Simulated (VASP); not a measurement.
Wanted: the native input for a VASP 6.6.1 run.

| Item | Value |
| --- | --- |
| Task | single point |
| Functional | PBE |
| Potentials or basis | VASP PAW PBE potentials, release 64 (B, N) |
| Cutoff | 520 eV |
| k mesh | 12 × 12 × 1 |
| Occupations | fermi-dirac, width 0.05 eV |
| Spin | no spin polarisation |
| Dipole correction | yes |
| Further INCAR settings | ALGO = Normal; EDIFF = 1e-06; NBANDS = 21 |

The structure of BN lies in POSCAR:

```
BN
1.0
    2.5039917043      0.0000000000      0.0000000000
   -1.2519958521      2.1685204268      0.0000000000
    0.0000000000      0.0000000000     21.6612000000
B N
3 3
Direct
    0.3333333333      0.6666666666      0.3462412055
    0.6666666667      0.3333333334      0.5000000000
    0.3333333333      0.6666666666      0.6537587945
    0.6666666667      0.3333333334      0.3462412055
    0.3333333333      0.6666666666      0.5000000000
    0.6666666667      0.3333333334      0.6537587945
```

The input as run:

INCAR

```
SYSTEM = BN
PREC     = Accurate       ! precision mode
ENCUT    = 520            ! plane-wave cutoff, eV
EDIFF    = 1E-6           ! SCF threshold, eV
ISMEAR   = -1             ! smearing method
SIGMA    = 0.05           ! smearing width, eV
LREAL    = .FALSE.        ! projectors in reciprocal space
LASPH    = .TRUE.         ! aspherical terms in the spheres
NELM     = 60             ! most SCF steps
ALGO     = Normal         ! electronic algorithm
ISIF     = 2              ! what is computed and relaxed
LWAVE    = .FALSE.        ! write WAVECAR
LCHARG   = .FALSE.        ! write CHGCAR
LDIPOL   = .TRUE.       
IDIPOL   = 3            
DIPOL    = 0.5 0.5 0.500
GGA      = PE             ! functional
NBANDS   = 21             ! bands
```

KPOINTS

```
regular mesh
0
G
  12 12 1
  0 0 0
```

Potentials or basis: VASP PAW PBE potentials, release 64 (B, N).

Run with:

```bash
$ cat potpaw_PBE.64/B/POTCAR potpaw_PBE.64/N/POTCAR > POTCAR
$ mpirun -np 1 vasp_std > vasp.out
```

It gave:

```yaml
Largest_force: 0.066 eV/Å
Band_gap_on_the_k_mesh: 4.37 eV, indirect (least direct gap 4.67 eV)
```

Wall time 2.3 min on 1 thread of Intel(R) Xeon(R) Platinum 8259CL CPU @ 2.50GHz (Skylake/Cascade Lake), on a shared host, peak memory 0.23 GiB.
